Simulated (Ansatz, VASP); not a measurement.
# One calculation of Si, two programs

```
Si
1.0
     0.00000    2.70073    2.70073
     2.70073    0.00000    2.70073
     2.70073    2.70073    0.00000
Si
2
Direct
  0.00000 0.00000 0.00000
  0.25000 0.25000 0.25000
```

Alike in both runs: functional LDA; k mesh 10 × 10 × 10; occupations gaussian, width 0.02 eV; no spin polarisation.

Ansatz relaxed the structure, and its values are those at the end. VASP's run is a single point on that final structure, the one shown.

|  | VASP | Ansatz |
| --- | --- | --- |
| version | VASP 6.6.1 | Ansatz 0.2.0 |
| potentials or method | VASP PAW LDA potentials, release 64 (Si), cutoff 500 eV | scalar-relativistic, plane waves, PAW |
| valence electrons in the cell | 8 | 8 |

VASP gave:

- gap on the k mesh at the Fermi level (eV): 0.45
- least direct gap on the mesh (eV): 2.53
- pressure (GPa): 0.1

Estimate Ansatz's values.

gap on the k mesh at the Fermi level (eV): 0.45; least direct gap on the mesh (eV): 2.53; pressure (GPa): 0.0.

Ansatz warns that its potentials were made for another functional, while VASP's fit it. LDA's correlation is that of Perdew and Zunger in VASP and of Perdew and Wang (1992) in Ansatz.
